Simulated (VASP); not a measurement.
# P (a cell with a defect) in VASP: a series of runs

The runs below take P (a cell with a defect) through single point, with PBE+D3(BJ).

Everything below comes from runs of VASP 6.6.1. Logs are shortened: lines on timing, memory, paths and dates and some standing lists are left out, and cuts for length are marked.

## 1. The cell of the first run

The cell holds a defect, 7 atoms: a = 5.329 Å, b = 5.329 Å, c = 5.360 Å, α = 101.14°, β = 101.14°, γ = 102.86°.

## 2. Single point, PBE+D3(BJ) (atoms taken out, then relaxed in part)

Input file INCAR:

```
ALGO     = Normal         # electronic algorithm
EDIFF    = 1E-6           # SCF threshold, eV
ENCUT    = 520            # plane-wave cutoff, eV
GGA      = PE             # functional
ISIF     = 2              # what is computed and relaxed
ISMEAR   = 0              # smearing method
IVDW     = 12             # dispersion correction
LASPH    = T              # aspherical terms in the spheres
LCHARG   = T              # write CHGCAR
LELF     = T              # ELF
LREAL    = F              # projectors in reciprocal space
LVHAR    = T            
LWAVE    = F              # write WAVECAR
NBANDS   = 26             # bands
NELM     = 100            # most SCF steps
PREC     = Accurate       # precision mode
SIGMA    = 0.1            # smearing width, eV
```

Input file KPOINTS:

```
k-points
0
Gamma
  5 5 5
```

Input file POSCAR:

```
P
1.0
   -3.3225243231      0.0000000000      4.1668618004
   -3.3225243231      0.0000000000     -4.1668618004
    1.6612621615     -5.0957604091      0.0000000000
P
7
Direct
    0.0520906909      0.0930723852      0.1782849150
    0.6208353463     -0.0004940990      0.1823572679
    0.0898415906      0.5155110555      0.1588451427
    0.4744640203      0.5652375216      0.9831943810
    0.9980641982      0.8929179700      0.7552887838
    0.4167371849      0.8621085231      0.7513683019
    0.8307281947      0.4825050733      0.7779005185
```

Potentials or basis: VASP PAW PBE potentials, release 64 (P).

Started as:

```console
$ cat potpaw_PBE.64/P/POTCAR > POTCAR
$ mpirun -np 1 vasp_std > vasp.out
```

OUTCAR:

```text
EDIFF = 1E-6
   ENCUT = 520
   GGA = PE
   ISIF = 2
   ISMEAR = 0
   IVDW = 12
   LASPH = T
   LREAL = F
   NELM = 100
   PREC = Accurate
 IVDW          = 12

 ion  position               nearest neighbor table
   1  0.052  0.093  0.178-   3 2.24   5 2.24   2 2.25
   2  0.621  1.000  0.182-   4 2.24   1 2.25   6 2.25
   3  0.090  0.516  0.159-   7 2.18   1 2.24   4 2.40
   4  0.474  0.565  0.983-   6 2.23   2 2.24   3 2.40   7 2.45
   5  0.998  0.893  0.755-   7 2.21   1 2.24   6 2.28
   6  0.417  0.862  0.751-   4 2.23   2 2.25   5 2.28
   7  0.831  0.483  0.778-   3 2.18   5 2.21   4 2.45

  LATTYP: Found a base centered monoclinic cell.
 ALAT       =     6.6450486462
 B/A-ratio  =     1.2541252961
 C/A-ratio  =     0.8065730240
 COS(beta)  =    -0.3099533366

  Lattice vectors:

 A1 = (  -3.3225243231,   0.0000000000,   4.1668618004)
 A2 = (  -3.3225243231,   0.0000000000,  -4.1668618004)
 A3 = (   1.6612621615,  -5.0957604091,   0.0000000000)

Analysis of symmetry for initial positions (statically):
=====================================================================
 Subroutine PRICEL returns:
 Original cell was already a primitive cell.

 Routine SETGRP: Setting up the symmetry group for a
 base centered monoclinic supercell.

 Subroutine GETGRP returns: Found  1 space group operations
 (whereof  1 operations were pure point group operations)
 out of a pool of  4 trial point group operations.

The static configuration has the point symmetry C_1 .

Analysis of symmetry for dynamics (positions and initial velocities):
=====================================================================
 Subroutine PRICEL returns:
 Original cell was already a primitive cell.

 Routine SETGRP: Setting up the symmetry group for a
 base centered monoclinic supercell.

 Subroutine GETGRP returns: Found  1 space group operations
 (whereof  1 operations were pure point group operations)
 out of a pool of  4 trial point group operations.

The dynamic configuration has the point symmetry C_1 .

 Subroutine INISYM returns: Found  1 space group operations
 (whereof  1 operations are pure point group operations),
 and found     1 'primitive' translations

----------------------------------------------------------------------------------------

                                     Primitive cell

  volume of cell :     141.0965

  direct lattice vectors                    reciprocal lattice vectors
    -3.322524323  0.000000000  4.166861800    -0.150487988 -0.049060391  0.119994380
    -3.322524323  0.000000000 -4.166861800    -0.150487988 -0.049060391 -0.119994380
     1.661262162 -5.095760409  0.000000000     0.000000000 -0.196241565  0.000000000

  length of vectors
     5.329343781  5.329343781  5.359716981     0.198625798  0.198625798  0.196241565

  position of ions in fractional coordinates (direct lattice)
     0.052090691  0.093072385  0.178284915
     0.620835346  0.999505901  0.182357268
     0.089841591  0.515511055  0.158845143
     0.474464020  0.565237522  0.983194381
     0.998064198  0.892917970  0.755288784
     0.416737185  0.862108523  0.751368302
     0.830728195  0.482505073  0.777900518

  ion indices of the primitive-cell ions
   primitive index   ion index
                 1           1
                 2           2
                 3           3
                 4           4
                 5           5
                 6           6
                 7           7

----------------------------------------------------------------------------------------

 KPOINTS: k-points

Automatic generation of k-mesh.
 Grid dimensions read from file:
 generate k-points for:    5    5    5

 Generating k-lattice:

  Cartesian coordinates                     Fractional coordinates (reciprocal lattice)
    -0.030097598 -0.009812078  0.023998876     0.200000000 -0.000000000  0.000000000
    -0.030097598 -0.009812078 -0.023998876    -0.000000000  0.200000000  0.000000000
     0.000000000 -0.039248313  0.000000000     0.000000000  0.000000000  0.200000000

  Length of vectors
     0.039725160  0.039725160  0.039248313

  Shift w.r.t. Gamma in fractional coordinates (k-lattice)
     0.000000000  0.000000000  0.000000000

 Subroutine IBZKPT returns following result:
 ===========================================

 Found     63 irreducible k-points:

 Following reciprocal coordinates:
            Coordinates               Weight
  0.000000  0.000000  0.000000      1.000000
  0.200000 -0.000000 -0.000000      2.000000
  0.000000 -0.200000  0.000000      2.000000
  0.400000 -0.000000  0.000000      2.000000
  0.000000 -0.400000  0.000000      2.000000
  0.200000  0.200000 -0.000000      2.000000
[... 16 lines left out ...]
  0.200000  0.200000  0.200000      2.000000
  0.400000  0.200000  0.200000      2.000000
 [... further k-points ...]
   k-points           NKPTS =     63   k-points in BZ     NKDIM =     63   number of bands    NBANDS=     26
   number of dos      NEDOS =    301   number of ions     NIONS =      7
   total plane-waves  NPLWV =  64000
   dimension x,y,z NGX =    40 NGY =   40 NGZ =   40
   dimension x,y,z NGXF=    80 NGYF=   80 NGZF=   80
   ions per type =               7
   NGX,Y,Z   is equivalent  to a cutoff of  12.48, 12.48, 12.41 a.u.
   NGXF,Y,Z  is equivalent  to a cutoff of  24.96, 24.96, 24.81 a.u.
 SYSTEM =  unknown system
   PREC   = accura    normal or accurate (medium, high low for compatibility)
   ISTART =      0    job   : 0-new  1-cont  2-samecut
   ICHARG =      2    charge: 1-file 2-atom 10-const
   ISPIN  =      1    spin polarized calculation?
   LNONCOLLINEAR =      F non collinear calculations
   LSORBIT =      F    spin-orbit coupling
   LASPH  =      T    aspherical Exc in radial PAW
   ENCUT  =  520.0 eV  38.22 Ry    6.18 a.u.   9.91  9.91  9.97*2*pi/ulx,y,z
   NELM   =    100;   NELMIN=  2; NELMDL= -5     # of ELM steps
   EDIFF  = 0.1E-05   stopping-criterion for ELM
   LREAL  =      F    real-space projection
   EDIFFG = 0.1E-04   stopping-criterion for IOM
   NSW    =      0    number of steps for IOM
   IBRION =     -1    ionic relax: 0-MD 1-quasi-New 2-CG
   NFREE  =      0    steps in history (QN), initial steepest desc. (CG)
   ISIF   =      2    stress and relaxation
   ISYM   =      2    0-nonsym 1-usesym 2-fastsym
   POTIM  = 0.5000    time-step for ionic-motion
   TEBEG  =    0.0;   TEEND  =   0.0 temperature during run
   PSTRESS=    0.0 pullay stress
   NELECT =      35.0000    total number of electrons
   NUPDOWN=      -1.0000    fix difference up-down
   EMIN   =  10.00;   EMAX   =-10.00  energy-range for DOS
   EFERMI =   0.00;   METHOD = LEGACY
   ISMEAR =     0;   SIGMA  =   0.10  broadening in eV -4-tet -1-fermi 0-gaus
   EFERMI_NEDOS =   21; number of points for ismear=-14 and -15
   IALGO  =     38    algorithm
   IMIX   =      4    mixing-type and parameters
     AMIX     =   0.40;   BMIX     =  1.00
     AMIX_MAG =   1.60;   BMIX_MAG =  1.00
  volume/ion in A,a.u.               =      20.16       136.02
  Fermi-wavevector in a.u.,A,eV,Ry     =   1.028629  1.943827 14.396020  1.058078
  Thomas-Fermi vector in A             =   2.162635
   LORBIT       =      0    0 simple, 1 ext, 2 COOP (PROOUT), +10 PAW based schemes
   GGA     = PE    functional components
   LHFCALC =     F    Hartree Fock is set to
   AEXX    =    0.0000 exact exchange contribution
   IVDW    =    12    specifies the selected vdW correction
   LEPSILON=     F    determine dielectric tensor
   LRPA    =     F    only Hartree local field effects (RPA)
 non-spin polarized calculation
 Gauss-broadening in eV      SIGMA  =   0.10
  energy-cutoff  :      520.00
  volume of cell :      141.10
 maximum number of plane-waves:      3824
   NGX = 19   NGY = 19   NGZ = 19

 number of electron      35.0000000 magnetization

 Free energy of the ion-electron system (eV)
  ---------------------------------------------------
  ext. energy  EPLUGINS =         0.00000000
  ---------------------------------------------------
  free energy    TOTEN  =       -36.53906265 eV

  energy without entropy =      -36.53188100  energy(sigma->0) =      -36.53547182

 E-fermi :   5.5886     XC(G=0):  -9.5194

 val. band max:        5.5643413438   @ k =   0.2000  -0.0000   0.2000
 cond. band min:       5.6196498683   @ k =  -0.0000   0.4000  -0.2000
 fundamental gap:      0.0553085245
 Fermi energy:         5.5885840895

 k-point     1 :       0.0000    0.0000    0.0000
  band No.  band energies     occupation
      1      -9.8647      2.00000
      2      -6.7374      2.00000
      3      -5.8932      2.00000
      4      -5.6757      2.00000
      5      -3.8407      2.00000
      6      -2.3997      2.00000
[... 18 lines left out ...]
     25      10.4580      0.00000
     26      10.6801      0.00000

 k-point     2 :       0.2000   -0.0000   -0.0000
  band No.  band energies     occupation
      1      -9.6839      2.00000
      2      -7.3287      2.00000
      3      -5.8400      2.00000
      4      -5.5956      2.00000
      5      -3.4124      2.00000
      6      -2.6783      2.00000
[... 18 lines left out ...]
     25       9.9877      0.00000
     26      10.3390      0.00000

 k-point     3 :       0.0000   -0.2000    0.0000
  band No.  band energies     occupation
      1      -9.7302      2.00000
      2      -7.0753      2.00000
      3      -6.2709      2.00000
      4      -5.2398      2.00000
      5      -3.7536      2.00000
      6      -2.4797      2.00000
[... 18 lines left out ...]
     25      10.1629      0.00000
     26      10.6790      0.00000

 k-point     4 :       0.4000   -0.0000    0.0000
  band No.  band energies     occupation
      1      -9.1557      2.00000
      2      -8.3132      2.00000
      3      -5.8315      2.00000
      4      -5.3868      2.00000
      5      -3.2086      2.00000
      6      -2.9987      2.00000
[... 18 lines left out ...]
     25      10.1588      0.00000
     26      10.4474      0.00000

 k-point     5 :       0.0000   -0.4000    0.0000
  band No.  band energies     occupation
      1      -9.4312      2.00000
      2      -7.7313      2.00000
      3      -6.3786      2.00000
      4      -4.9501      2.00000
      5      -3.7096      2.00000
      6      -2.4958      2.00000
[... 18 lines left out ...]
     25       9.8306      0.00000
     26      10.4376      0.00000

 k-point     6 :       0.2000    0.2000   -0.0000
  band No.  band energies     occupation
      1      -9.4818      2.00000
      2      -7.6173      2.00000
      3      -6.4824      2.00000
      4      -5.0856      2.00000
      5      -3.1164      2.00000
      6      -2.6442      2.00000
[... 427 lines left out ...]
 k-point    21 :      -0.2000    0.0000    0.2000
  band No.  band energies     occupation
      1      -9.6527      2.00000
      2      -7.2511      2.00000
      3      -5.9766      2.00000
      4      -5.6140      2.00000
      5      -3.5066      2.00000
      6      -2.6358      2.00000
[... 18 lines left out ...]
     25       9.8490      0.00000
     26      10.1664      0.00000

 k-point    22 :      -0.0000    0.2000   -0.2000
  band No.  band energies     occupation
      1      -9.6970      2.00000
      2      -7.0268      2.00000
      3      -6.3101      2.00000
      4      -5.3003      2.00000
      5      -3.7918      2.00000
      6      -2.5783      2.00000
[... 18 lines left out ...]
     25      10.1407      0.00000
     26      10.5998      0.00000

 k-point    23 :       0.2000    0.2000    0.2000
  band No.  band energies     occupation
      1      -9.3930      2.00000
      2      -7.6413      2.00000
      3      -6.5194      2.00000
      4      -5.4369      2.00000
      5      -2.9303      2.00000
      6      -2.5967      2.00000
[... 18 lines left out ...]
     25      10.1020      0.00000
     26      10.4740      0.00000

 k-point    24 :       0.4000    0.2000    0.2000
  band No.  band energies     occupation
      1      -8.8439      2.00000
      2      -8.3944      2.00000
      3      -6.5387      2.00000
      4      -5.1928      2.00000
      5      -3.4615      2.00000
      6      -2.9542      2.00000
[... 18 lines left out ...]
     25       9.5392      0.00000
     26      10.2686      0.00000

 [... further k-points ...]

------------------------ aborting loop because EDIFF is reached ----------------------------------------

 Edisp (eV)   -2.39682

 E8    (eV) :    -0.9028

  FORCE on cell =-STRESS in cart. coord.  units (eV):
  Direction    XX          YY          ZZ          XY          YZ          ZX
  --------------------------------------------------------------------------------------
  -------------------------------------------------------------------------------------
  Total      -1.07815    -2.26581     0.15177    -0.08025     0.12139    -1.28944
  in kB     -12.24263   -25.72875     1.72341    -0.91122     1.37844   -14.64179
  external pressure =      -12.08 kB  Pullay stress =        0.00 kB

 VOLUME and BASIS-vectors are now :
 -----------------------------------------------------------------------------
  energy-cutoff  :      520.00
  volume of cell :      141.10
      direct lattice vectors                 reciprocal lattice vectors
    -3.322524323  0.000000000  4.166861800    -0.150487988 -0.049060391  0.119994380
    -3.322524323  0.000000000 -4.166861800    -0.150487988 -0.049060391 -0.119994380
     1.661262162 -5.095760409  0.000000000     0.000000000 -0.196241565  0.000000000

 POSITION                                       TOTAL-FORCE (eV/Angst)
 -----------------------------------------------------------------------------------
     -0.18613     -0.90850     -0.17077         0.002148      0.047947     -0.044483
     -5.08068     -0.92925     -1.57787         0.021749      0.082083      0.037960
     -1.74742     -0.80944     -1.77371         0.026222      0.039486      0.014619
     -1.82109     -5.01012     -0.37824        -0.065530      0.007153     -0.070035
     -5.02810     -3.84877      0.43813         0.013021     -0.052587      0.039224
     -3.00078     -3.82879     -1.85580         0.035556     -0.083640      0.026073
     -3.07095     -3.96399      1.45100        -0.033165     -0.040442     -0.003358
 -----------------------------------------------------------------------------------
    total drift:                               -0.000158     -0.000197     -0.000164

  FREE ENERGIE OF THE ION-ELECTRON SYSTEM (eV)
  ---------------------------------------------------
  free  energy   TOTEN  =       -38.9358856813 eV

  energy  without entropy=      -38.9287040316  energy(sigma->0) =      -38.93229486
```

Run time: 3.8 min. Hardware: 1 thread of Intel Xeon 8259CL, shared host; peak memory 0.33 GiB.

Results:

```yaml
Free_energy: -38.9359 eV
Pressure: -1.2 GPa
Largest_force: 0.096 eV/Å
Band_gap_on_the_k_mesh: zero (an odd number of electrons rules out a gap without spin polarisation)
Dispersion_energy_per_atom: -0.342 eV
```

Forces on the atoms (eV/Å):
```
P    0.002  0.048 -0.044
P    0.022  0.082  0.038
P    0.026  0.039  0.015
P   -0.066  0.007 -0.070
P    0.013 -0.053  0.039
P    0.036 -0.084  0.026
P   -0.033 -0.040 -0.003
```

Levels at points of the mesh, in eV from the Fermi level:
```
           k point  band 16  band 17  band 18  band 19  band 20  band 21
(0.00, 0.00, 0.00)    -1.38    -1.03     0.16     1.54     1.77     2.24
```

Caveat: the cell differs from its parent crystal (atoms taken out, then relaxed in part).

## 3. Single point, PBE+D3(BJ) (atoms taken out, then relaxed in part)

Input file INCAR:

```
PREC = Accurate
ENCUT = 520
EDIFF = 1E-7
ISMEAR = 0
SIGMA = 0.1
LREAL = Auto
LASPH = True
NELM = 100
ALGO = Normal
ISIF = 2
LWAVE = False
LCHARG = False
GGA = PE
IVDW = 12
NBANDS = 50
```

Input file KPOINTS:

```
Automatic mesh
0
Gamma
  4 4 4
  0.5 0.5 0.5
```

Input file POSCAR:

```
P
1.0
    1.6612621559     -5.0957604361     -4.1668617613
    1.6612621559     -5.0957604361      4.1668617613
   -4.9837864676     -5.0957604361      0.0000000000
P
15
Direct
    0.4064228513      0.2753736543      0.5601887924
    0.1093145022      0.0411022184      0.0424576081
    0.8225265016      0.8150481934      0.5455764218
    0.1546536500      0.7584996612      0.3143835585
    0.7865148964      0.5067749999      0.8661567841
    0.7149200588      0.2072443620      0.3134960114
    0.4198794875      0.9618128063      0.8101059572
    0.6197943736      0.7073955618      0.4236721187
    0.4366746443      0.4574784048      0.9256913000
    0.1626991342      0.2125048041      0.4521214847
    0.8743170860      0.9565894435      0.9365744786
    0.1324870859      0.5090167016      0.1874593201
    0.8405770614      0.2704632252      0.6876677053
    0.5796210584      0.0324275981      0.1890306420
    0.3238609525      0.7444345036      0.6922276447
```

Potentials or basis: VASP PAW PBE potentials, release 64 (P).

Started as:

```console
$ cat potpaw_PBE.64/P/POTCAR > POTCAR
$ mpirun -np 1 vasp_std > vasp.out
```

It took 6.5 min on 1 thread of Intel Xeon 6975P-C (Granite Rapids), shared host; peak memory 0.5 GiB.

It converged, with:

- Free energy: -84.4787 eV
- Pressure: -2.7 GPa
- Largest force: 0.073 eV/Å
- Band gap on the k mesh: zero (an odd number of electrons rules out a gap without spin polarisation)
- Dispersion energy per atom: -0.371 eV

Forces in eV/Å, atoms in the order of the input:
```
P   -0.005  0.047 -0.026
P   -0.007  0.043 -0.037
P    0.042  0.038 -0.017
P    0.020  0.034  0.031
P   -0.017  0.061  0.004
P   -0.024  0.047  0.022
P    0.008  0.036  0.047
P   -0.004 -0.053  0.044
P    0.015 -0.032  0.028
P    0.001 -0.037  0.033
P   -0.003 -0.036  0.039
P   -0.018 -0.037 -0.032
P   -0.014 -0.033 -0.019
P   -0.009 -0.035 -0.063
P    0.016 -0.043 -0.055
```

Stress tensor (GPa, compression positive):
```
-3.38  0.17  2.14
 0.17 -1.98 -0.03
 2.14 -0.03 -2.80
```

Levels at points of the mesh, in eV from the Fermi level:
```tsv
k point	band 33	band 34	band 35	band 36	band 37	band 38	band 39	band 40	band 41	band 42
(0.12, 0.12, 0.12)	-1.78	-1.69	-1.36	-1.13	-1.00	-0.57	0.77	0.90	1.16	1.47
```

Caveat: the cell differs from its parent crystal (atoms taken out, then relaxed in part).
